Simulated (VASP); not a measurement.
# BP (F-43m) in VASP: further runs, part 2 of 2

VASP 6.6.1.

## Step 3: Single point, r2SCAN

Input file POSCAR:

```
BP
1.0
    0.0000000000      2.2682668071      2.2682668071
    2.2682668071      0.0000000000      2.2682668071
    2.2682668071      2.2682668071      0.0000000000
B P
1 1
Direct
    0.0000000000      0.0000000000      0.0000000000
    0.2500000000      0.2500000000      0.2500000000
```

Input file INCAR.step1:

```
ALGO = Normal
EDIFF = 1E-4
ENCUT = 520
GGA = PE
ISMEAR = 0
LASPH = T
LCHARG = F
LREAL = F
LWAVE = T
NBANDS = 11
NELM = 80
PREC = Accurate
SIGMA = 0.02
```

Input file INCAR.step2:

```
ALGO = Normal
EDIFF = 1E-7
ENCUT = 520
ISIF = 2
ISMEAR = 0
ISTART = 1
LASPH = T
LCHARG = T
LELF = T
LMIXTAU = T
LREAL = F
LVHAR = T
LWAVE = F
METAGGA = R2SCAN
NBANDS = 11
NELM = 80
PREC = Accurate
SIGMA = 0.02
```

Input file KPOINTS:

```
k-points
0
Gamma
  10 10 10
```

Potentials or basis: VASP PAW PBE potentials, release 64 (B, P).

Run with:

```bash
> cat potpaw_PBE.64/B/POTCAR potpaw_PBE.64/P/POTCAR > POTCAR
> cp INCAR.step1 INCAR
> mpirun -np 1 vasp_std > vasp.out
> cp INCAR.step2 INCAR
> mpirun -np 1 vasp_std > vasp.out
```

OUTCAR:

```text
EDIFF = 1E-7
   ENCUT = 520
   ISIF = 2
   ISMEAR = 0
   ISTART = 1
   LASPH = T
   LREAL = F
   METAGGA = R2SCAN
   NELM = 80
   PREC = Accurate

 ion  position               nearest neighbor table
   1  0.000  0.000  0.000-   2 1.96   2 1.96   2 1.96   2 1.96
   2  0.250  0.250  0.250-   1 1.96   1 1.96   1 1.96   1 1.96

  LATTYP: Found a face centered cubic cell.
 ALAT       =     4.5365336142

  Lattice vectors:

 A1 = (   0.0000000000,   2.2682668071,   2.2682668071)
 A2 = (   2.2682668071,   0.0000000000,   2.2682668071)
 A3 = (   2.2682668071,   2.2682668071,   0.0000000000)

Analysis of symmetry for initial positions (statically):
=====================================================================
 Subroutine PRICEL returns:
 Original cell was already a primitive cell.

 Routine SETGRP: Setting up the symmetry group for a
 face centered cubic supercell.

 Subroutine GETGRP returns: Found 24 space group operations
 (whereof 24 operations were pure point group operations)
 out of a pool of 48 trial point group operations.

The static configuration has the point symmetry T_d .

Analysis of symmetry for dynamics (positions and initial velocities):
=====================================================================
 Subroutine PRICEL returns:
 Original cell was already a primitive cell.

 Routine SETGRP: Setting up the symmetry group for a
 face centered cubic supercell.

 Subroutine GETGRP returns: Found 24 space group operations
 (whereof 24 operations were pure point group operations)
 out of a pool of 48 trial point group operations.

The dynamic configuration has the point symmetry T_d .

 Subroutine INISYM returns: Found 24 space group operations
 (whereof 24 operations are pure point group operations),
 and found     1 'primitive' translations

----------------------------------------------------------------------------------------

[... 118 lines left out ...]
   LHFCALC =     F    Hartree Fock is set to
   AEXX    =    0.0000 exact exchange contribution
   IVDW    =     0    specifies the selected vdW correction
   LEPSILON=     F    determine dielectric tensor
   LRPA    =     F    only Hartree local field effects (RPA)
 non-spin polarized calculation
 Gauss-broadening in eV      SIGMA  =   0.02
  energy-cutoff  :      520.00
  volume of cell :       23.34
 maximum number of plane-waves:       637
   NGX = 11   NGY = 11   NGZ = 11

 number of electron       8.0000000 magnetization

 Free energy of the ion-electron system (eV)
  ---------------------------------------------------
  ext. energy  EPLUGINS =         0.00000000
  ---------------------------------------------------
  free energy    TOTEN  =       -17.31131383 eV

  energy without entropy =      -17.31131383  energy(sigma->0) =      -17.31131383

 E-fermi :   7.5257     XC(G=0): -11.5052

 val. band max:        7.4005424577   @ k =   0.0000   0.0000   0.0000
 cond. band min:       8.8458412737   @ k =   0.4000   0.4000   0.0000
 fundamental gap:      1.4452988160
 Fermi energy:         7.5256543220

 k-point     1 :       0.0000    0.0000    0.0000
  band No.  band energies     occupation
      1      -8.8678      2.00000
      2       7.4005      2.00000
      3       7.4005      2.00000
      4       7.4005      2.00000
      5      11.0423      0.00000
      6      11.0423      0.00000
      7      11.0423      0.00000
      8      15.4265      0.00000
      9      19.8126      0.00000
     10      20.0501      0.00000
     11      20.0501      0.00000
[... 309 lines left out ...]
 k-point    24 :       0.4000    0.3000    0.0000
  band No.  band energies     occupation
      1      -5.7691      2.00000
      2       0.8758      2.00000
      3       3.1398      2.00000
      4       3.6850      2.00000
      5       9.4411      0.00000
      6      11.3495      0.00000
      7      17.5578      0.00000
      8      17.5658      0.00000
      9      22.4532      0.00000
     10      23.4360      0.00000
     11      25.5607      0.00000

 [... further k-points ...]

------------------------ aborting loop because EDIFF is reached ----------------------------------------

  FORCE on cell =-STRESS in cart. coord.  units (eV):
  Direction    XX          YY          ZZ          XY          YZ          ZX
  --------------------------------------------------------------------------------------
  -------------------------------------------------------------------------------------
  Total       -0.0736112     -0.0736112     -0.0736112     -0.0000000      0.0000000      0.0000000
  in kB       -5.0529170     -5.0529170     -5.0529170     -0.0000000      0.0000000      0.0000000
  external PRESSURE =      -5.0529170 kB  Pullay stress =       0.0000000 kB

 VOLUME and BASIS-vectors are now :
 -----------------------------------------------------------------------------
  energy-cutoff  :      520.00
  volume of cell :       23.34
      direct lattice vectors                 reciprocal lattice vectors
     0.000000000  2.268266807  2.268266807    -0.220432622  0.220432622  0.220432622
     2.268266807  0.000000000  2.268266807     0.220432622 -0.220432622  0.220432622
     2.268266807  2.268266807  0.000000000     0.220432622  0.220432622 -0.220432622

 POSITION                                       TOTAL-FORCE (eV/Angst)
 -----------------------------------------------------------------------------------
      0.00000      0.00000      0.00000         0.000000     -0.000000      0.000000
      1.13413      1.13413      1.13413        -0.000000      0.000000     -0.000000
 -----------------------------------------------------------------------------------
    total drift:                                0.000000      0.000000      0.000000

  FREE ENERGIE OF THE ION-ELECTRON SYSTEM (eV)
  ---------------------------------------------------
  free  energy   TOTEN  =       -17.3113138339 eV

  energy  without entropy=      -17.3113138339  energy(sigma->0) =      -17.31131383
```

OUTCAR.step1:

```text
EDIFF = 1E-4
   ENCUT = 520
   GGA = PE
   ISMEAR = 0
   LASPH = T
[... 556 lines left out ...]
 -----------------------------------------------------------------------------------
      0.00000      0.00000      0.00000        -0.000000     -0.000000     -0.000000
      1.13413      1.13413      1.13413         0.000000      0.000000      0.000000
 -----------------------------------------------------------------------------------
    total drift:                                0.000000      0.000000      0.000000

  FREE ENERGIE OF THE ION-ELECTRON SYSTEM (eV)
  ---------------------------------------------------
  free  energy   TOTEN  =       -12.9303240538 eV

  energy  without entropy=      -12.9303240538  energy(sigma->0) =      -12.93032405
```

Wall time 18 s (1 thread of Intel Xeon 6975P-C (Granite Rapids), shared host); peak memory 0.14 GiB.

Results:

* Free energy: -17.3113 eV
* Pressure: -0.5 GPa
* Band gap on the k mesh: 1.45 eV (least direct gap 3.64 eV)

Caveat: the PAW data sets were made with another functional, which shifts forces and pressure a little. r2SCAN opens gaps a little over a GGA but as a rule still falls short of measured ones.

## Step 4: Single point, r2SCAN

Input file POSCAR:

```
BP
1.0
    0.0000000000      2.2690000000      2.2690000000
    2.2690000000      0.0000000000      2.2690000000
    2.2690000000      2.2690000000      0.0000000000
B P
1 1
Direct
    0.0000000000      0.0000000000      0.0000000000
    0.2500000000      0.2500000000      0.2500000000
```

INCAR.step1, as its differences from that of step 3:

```diff
@@ -10,3 +10,3 @@
 NBANDS = 11
-NELM = 80
+NELM = 60
 PREC = Accurate
```

INCAR.step2, as its differences from that of step 3:

```diff
@@ -15,3 +15,3 @@
 NBANDS = 11
-NELM = 80
+NELM = 60
 PREC = Accurate
```

KPOINTS is that of step 3.

Run with:

```bash
> cat potpaw_PBE.64/B/POTCAR potpaw_PBE.64/P/POTCAR > POTCAR
> cp INCAR.step1 INCAR
> mpirun -np 1 vasp_std > vasp.out
> cp INCAR.step2 INCAR
> mpirun -np 1 vasp_std > vasp.out
```

Wall time 19 s (1 thread of Intel Xeon 6975P-C (Granite Rapids), shared host); peak memory 0.14 GiB.

Results (log left out):

```
Free energy            : -17.3113 eV
Pressure               : -0.7 GPa
Band gap on the k mesh : 1.45 eV (least direct gap 3.64 eV)
```

Levels at points of the mesh, in eV from the valence-band top:
| k point | band 1 | band 2 | band 3 | band 4 | band 5 | band 6 | band 7 | band 8 | band 9 |
| --- | --- | --- | --- | --- | --- | --- | --- | --- | --- |
| (0.00, 0.00, 0.00) | -16.26 | 0.00 | 0.00 | 0.00 | 3.64 | 3.64 | 3.64 | 8.01 | 12.40 |
| (0.50, 0.00, 0.00) | -12.77 | -9.50 | -1.86 | -1.86 | 4.14 | 5.03 | 5.03 | 10.92 | 15.48 |
| (0.50, 0.50, 0.00) | -11.10 | -9.13 | -4.34 | -4.34 | 1.54 | 1.91 | 13.06 | 13.06 | 16.40 |

Caveat: the PAW data sets were made with another functional, which shifts forces and pressure a little. r2SCAN opens gaps a little over a GGA but as a rule still falls short of measured ones.

## Step 5: Single point, r2SCAN (12.02 Å³/atom)

This run uses another cell than the first one, of 12.02 Å³/atom.

Input file POSCAR:

```
BP
1.0
    0.0000000000      2.2907263550      2.2907263550
    2.2907263550      0.0000000000      2.2907263550
    2.2907263550      2.2907263550      0.0000000000
B P
1 1
Direct
    0.0000000000      0.0000000000      0.0000000000
    0.2500000000      0.2500000000      0.2500000000
```

Input file INCAR.step1:

```
PREC = Accurate
ENCUT = 520
ISMEAR = 0
SIGMA = 0.02
LREAL = False
LASPH = True
NELM = 80
NBANDS = 11
GGA = PE
ALGO = Normal
EDIFF = 1E-4
LWAVE = True
LCHARG = False
```

Input file INCAR.step2:

```
PREC = Accurate
ENCUT = 520
EDIFF = 1E-6
ISMEAR = 0
SIGMA = 0.02
LREAL = False
LASPH = True
NELM = 80
ALGO = Normal
ISIF = 2
LWAVE = False
LCHARG = False
METAGGA = R2SCAN
LMIXTAU = True
NBANDS = 11
ISTART = 1
```

Input file KPOINTS:

```
regular mesh
0
Gamma
  10 10 10
```

Run with:

```bash
> cat potpaw_PBE.64/B/POTCAR potpaw_PBE.64/P/POTCAR > POTCAR
> cp INCAR.step1 INCAR
> mpirun -np 1 vasp_std > vasp.out
> cp INCAR.step2 INCAR
> mpirun -np 1 vasp_std > vasp.out
```

Run time: 17 s. Hardware: 1 thread of Intel Xeon 6975P-C (Granite Rapids), shared host; peak memory 0.14 GiB.

The run converged. Its results:

- Free energy: -17.2991 eV
- Pressure: -5.2 GPa
- Band gap on the k mesh: 1.48 eV (least direct gap 3.60 eV)

Levels at points of the mesh, in eV from the valence-band top:
```tsv
k point	band 2	band 3	band 4	band 5	band 6	band 7
(0.00, 0.00, 0.00)	0.00	0.00	0.00	3.60	3.60	3.60
(0.50, 0.00, 0.00)	-9.29	-1.83	-1.83	3.96	5.01	5.01
(0.50, 0.50, 0.00)	-8.97	-4.24	-4.24	1.59	1.93	12.78
```

Caveat: the cell stands under tension; the PAW data sets were made with another functional, which shifts forces and pressure a little. r2SCAN opens gaps a little over a GGA but as a rule still falls short of measured ones.

## Step 6: Single point, r2SCAN (12.37 Å³/atom)

This run uses another cell than the first one, of 12.37 Å³/atom.

Input file POSCAR:

```
BP
1.0
    0.0000000000      2.3127539212      2.3127539212
    2.3127539212      0.0000000000      2.3127539212
    2.3127539212      2.3127539212      0.0000000000
B P
1 1
Direct
    0.0000000000      0.0000000000      0.0000000000
    0.2500000000      0.2500000000      0.2500000000
```

Input file INCAR.step1:

```
SYSTEM = BP
PREC = Accurate
ENCUT = 520
ISMEAR = 0
SIGMA = 0.02
LREAL = .False.
LASPH = .True.
NELM = 80
NBANDS = 11
GGA = PE
ALGO = Normal
EDIFF = 1E-4
LWAVE = .True.
LCHARG = .False.
```

Input file INCAR.step2:

```
SYSTEM = BP
PREC = Accurate
ENCUT = 520
EDIFF = 1E-6
ISMEAR = 0
SIGMA = 0.02
LREAL = .False.
LASPH = .True.
NELM = 80
ALGO = Normal
ISIF = 2
LWAVE = .False.
LCHARG = .True.
METAGGA = R2SCAN
LMIXTAU = .True.
LELF = .True.
LVHAR = .True.
NBANDS = 11
ISTART = 1
```

Input file KPOINTS:

```
Automatic mesh
0
Gamma
  10 10 10
  0 0 0
```

Potentials or basis: VASP PAW PBE potentials, release 64 (B, P).

Run with:

```bash
> cat potpaw_PBE.64/B/POTCAR potpaw_PBE.64/P/POTCAR > POTCAR
> cp INCAR.step1 INCAR
> mpirun -np 1 vasp_std > vasp.out
> cp INCAR.step2 INCAR
> mpirun -np 1 vasp_std > vasp.out
```

It took 20 s on 1 thread of Intel Xeon 6975P-C (Granite Rapids), shared host; peak memory 0.14 GiB.

It converged, with:

| Property | Result |
| --- | --- |
| Free energy | -17.2676 eV |
| Pressure | -9.3 GPa |
| Band gap on the k mesh | 1.52 eV (least direct gap 3.56 eV) |

Levels at points of the mesh, in eV from the valence-band top:
```
           k point  band 1  band 2  band 3  band 4  band 5  band 6  band 7  band 8  band 9
(0.00, 0.00, 0.00)  -15.74    0.00    0.00    0.00    3.56    3.56    3.56    7.11   11.98
(0.50, 0.00, 0.00)  -12.47   -9.08   -1.79   -1.79    3.78    4.99    4.99   10.70   15.11
(0.50, 0.50, 0.00)  -10.89   -8.82   -4.13   -4.13    1.65    1.96   12.50   12.50   15.68
```

Caveat: the cell stands under tension; the PAW data sets were made with another functional, which shifts forces and pressure a little. A k mesh can miss the band edges.

## Step 7: The runs side by side

| cell | gap on the mesh (eV) | pressure (GPa) |
| --- | --- | --- |
| a = 3.208 Å, angles 60.0°, 2 atoms | 1.45 | -0.5 |
| a = 3.209 Å, angles 60.0°, 2 atoms | 1.45 | -0.7 |
| a = 3.240 Å, angles 60.0°, 2 atoms | 1.48 | -5.2 |
| a = 3.271 Å, angles 60.0°, 2 atoms | 1.52 | -9.3 |

Alike in all rows: task single point; level r2SCAN; potentials or basis VASP PAW PBE potentials, release 64 (B, P); no spin polarisation; k mesh 10 × 10 × 10; cutoff (eV) 520; smearing gaussian 0.02 eV.

Caveats: the PAW data sets were made with another functional, which shifts forces and pressure a little; the cell stands under tension (at least some runs).

Absolute energies hang on the potentials; compare differences alone.
